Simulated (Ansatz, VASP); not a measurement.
# One calculation of BN, two programs

File INCAR:

```
SYSTEM = BN
  PREC = Accurate
  ENCUT = 600
  EDIFF = 1E-6
  ISMEAR = 0
  SIGMA = 0.02
  LREAL = .False.
  LASPH = .True.
  NELM = 120
  ALGO = Normal
  ISIF = 2
  LWAVE = .False.
  LCHARG = .True.
  GGA = CA
  LELF = .True.
  LVHAR = .True.
  NBANDS = 11
  GGA_COMPAT = .False.
```

Contents of KPOINTS:

```
Automatic mesh
0
Gamma
  12 12 12
  0 0 0
```

The input POSCAR:

```
BN
1.0
    0.0000000000      1.7902747227      1.7902747227
    1.7902747227      0.0000000000      1.7902747227
    1.7902747227      1.7902747227      0.0000000000
B N
1 1
Direct
    0.0000000000      0.0000000000      0.0000000000
    0.7500000000      0.7500000000      0.7500000000
```

Input for Ansatz:

```yaml
crystal:
  lattice:
    - [0.0, 1.7902747227, 1.7902747227]
    - [1.7902747227, 0.0, 1.7902747227]
    - [1.7902747227, 1.7902747227, 0.0]
  atoms:
    - { symbol: B, position: [0.0, 0.0, 0.0] }
    - { symbol: "N", position: [0.75, 0.75, 0.75] }
basis:
  ecutwfc: 420
kpoints:
  mp_grid: { grid: [12, 12, 12] }
  band_path: { path: [VBM, CBM], npoints: 2 }
hamiltonian:
  xc: lda
scf:
  occupations: { method: gaussian, width: 0.02 }
output:
  forces: false
  stress: false
  eigenvalues: true
checkpoint:
  read: start.run
  write: ck
  compress: false
  write_wavefunctions: false
  write_every: 100000
```

Alike in both runs: task single point; functional LDA; k mesh 12 × 12 × 12; occupations gaussian, width 0.02 eV; no spin polarisation.

```csv
,VASP,Ansatz
version,VASP 6.6.1,Ansatz 0.2.0
potentials or method,"VASP PAW LDA potentials, release 64 (B, N), cutoff 600 eV","scalar-relativistic, plane waves, PAW"
valence electrons in the cell,8,8
```

VASP gave:

```
gap on the k mesh at the Fermi level (eV) : 4.38
least direct gap on the mesh (eV)         : 8.82
```

Task: Estimate Ansatz's values.

Result: gap on the k mesh at the Fermi level (eV): 4.39; least direct gap on the mesh (eV): 8.83.

LDA's correlation is that of Perdew and Zunger in VASP and of Perdew and Wang (1992) in Ansatz.
